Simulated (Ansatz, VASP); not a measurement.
Two plane-wave programs on MgB5

```
Mg B
1.0
     1.85443    1.07066    4.11192
    -1.85443    1.07066    4.11192
     0.00000   -2.14132    4.11192
Mg B
1 5
Cartesian
  0.0000 0.0000 3.1702
  0.9472 -0.5469 9.0899
  -0.9472 -0.5469 9.0899
  0.0000 1.0937 9.0899
  0.0000 0.0000 5.9677
  0.0000 0.0000 7.7669
```

Alike in both runs: functional PBE; k mesh 12 × 12 × 12; occupations gaussian, width 0.1 eV; no spin polarisation.

Ansatz relaxed the structure, and its values are those at the end. VASP's run is a single point on that final structure, the one shown.

```csv
,VASP,Ansatz
version,VASP 6.6.1,Ansatz 0.2.0
potentials or method,"VASP PAW PBE potentials, release 64 (Mg, B), cutoff 520 eV","scalar-relativistic, plane waves, PAW"
valence electrons in the cell,17,25
```

Ansatz gave:

| Quantity | Value |
| --- | --- |
| gap on the k mesh at the Fermi level (eV) | none |
| pressure (GPa) | 0.0 |
| rms of the force components (eV/Å) | 0.002 |

Problem. Estimate VASP's values.

Solution. gap on the k mesh at the Fermi level (eV): none; pressure (GPa): -0.1; rms of the force components (eV/Å): 0.006.

A gap of «none» marks a metal or a gap that the smearing closes. VASP's potentials hold 17 valence electrons a cell and Ansatz's 25, so a difference there can come from the potentials and not from the codes.
